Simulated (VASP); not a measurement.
Write the native input for VASP 6.6.1 that does the following.

* Task: single point
* Functional: PBE
* Potentials or basis: VASP PAW PBE potentials, release 64 (Hf_pv, Al, O)
* Cutoff: 520 eV
* k mesh: 6 × 6 × 4
* Occupations: gaussian, width 0.1 eV
* Spin: no spin polarisation
* Dipole correction: no
* Further INCAR settings: ALGO = Normal; EDIFF = 1e-06; NBANDS = 28

The structure of HfAlO lies in POSCAR:

```
HfAlO
1.0
    3.6393334600      0.0000000000      0.0000000000
   -1.8196667300      3.1517552300      0.0000000000
    0.0000000000      0.0000000000      7.3639950100
Hf Al O
2 2 2
Direct
    0.3333333300      0.6666666700      0.2500000000
    0.6666666700      0.3333333300      0.7500000000
    0.0000000000      0.0000000000      0.5000000000
    0.0000000000      0.0000000000      0.0000000000
    0.6666666700      0.3333333300      0.2500000000
    0.3333333300      0.6666666700      0.7500000000
```

These files were run (other wordings do the same):

INCAR

```
SYSTEM = HfAlO
ALGO = Normal ; EDIFF = 1E-6
ENCUT = 520 ; GGA = PE
ISIF = 2 ; ISMEAR = 0
LASPH = .True. ; LCHARG = .False.
LREAL = .False. ; LWAVE = .False.
NBANDS = 28 ; NELM = 100
PREC = Accurate ; SIGMA = 0.1
```

KPOINTS

```
k-points
0
Gamma
  6 6 4
  0 0 0
```

Potentials or basis: VASP PAW PBE potentials, release 64 (Hf_pv, Al, O).

The run is started by

```bash
$ cat potpaw_PBE.64/Hf_pv/POTCAR potpaw_PBE.64/Al/POTCAR potpaw_PBE.64/O/POTCAR > POTCAR
$ mpirun -np 1 vasp_std > vasp.out
```

It gave:

```json
{"Pressure": "20.3 GPa", "Band gap on the k mesh": "zero (band 19 reaches 8.30 eV, above the bottom of band 20 at 6.04 eV)"}
```

Caveat: spin-orbit coupling is left out, which moves the levels of the heavy elements.

Run time: 54 s on 1 thread of Intel(R) Xeon(R) Platinum 8488C (Sapphire Rapids), on a shared host, peak memory 0.22 GiB.
